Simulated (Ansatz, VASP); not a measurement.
**One calculation of Ta3AsAu2O13, two programs**

```xyz
19
Lattice="5.4520 0.0000 0.0000 -2.7260 4.7216 0.0000 0.0000 0.0000 9.5790" Properties=species:S:1:pos:R:3 pbc="T T T"
Ta    0.0000    0.0000    1.8591
Ta    0.0000    0.0000    7.7199
Ta    2.7260    1.5739    0.0000
As    0.0000    0.0000    4.7895
Au    0.0000    3.1478    2.6273
Au    0.0000    3.1478    6.9517
O     0.0000    0.0000    0.0000
O    -1.3422    4.5861    3.4870
O    -0.5745    1.2662    3.4870
O     1.9167    3.5909    3.4870
O    -1.3422    4.5861    6.0921
O    -0.5745    1.2662    6.0921
O     1.9167    3.5909    6.0921
O     1.1852    1.5782    8.2230
O     3.4927    0.2373    8.2230
O     3.5002    2.9061    8.2230
O     1.1852    1.5782    1.3560
O     3.4927    0.2373    1.3560
O     3.5002    2.9061    1.3560
```

Alike in both runs: functional revPBE; k mesh 6 × 6 × 3; occupations fermi-dirac, width 0.05 eV; no spin polarisation.

|  | VASP | Ansatz |
| --- | --- | --- |
| version | VASP 6.6.1 | Ansatz 0.2.0 |
| potentials or method | VASP PAW PBE potentials, release 64 (Ta_pv, As, Au, O) | Ansatz PAW |
| plane-wave cutoff (eV) | 520 | 420 |
| valence electrons in the cell | 138 | 170 |
| task | single point | band structure |

|  | VASP | Ansatz | Ansatz less VASP |
| --- | --- | --- | --- |
| gap on the k mesh at the Fermi level (eV) | none | none | - |
| pressure (GPa) | 3.3 | 2.7 | -0.54 |
| traceless stress, the component that is largest in VASP (GPa) | 0.38 | 0.05 | -0.328 |
| rms of the force components (eV/Å) | 0.114 | 0.091 | -0.0225 |

VASP's potentials were made for PBE, not for revPBE. Atom by atom the forces differ by 0.030 eV/Å (rms over components). A gap of «none» marks a metal or a gap that the smearing closes. The functional is the same, so the differences come from potentials, cutoffs and numerics. VASP's potentials hold 138 valence electrons a cell and Ansatz's 170, so a difference there can come from the potentials and not from the codes.

Neither program's run includes spin-orbit coupling.
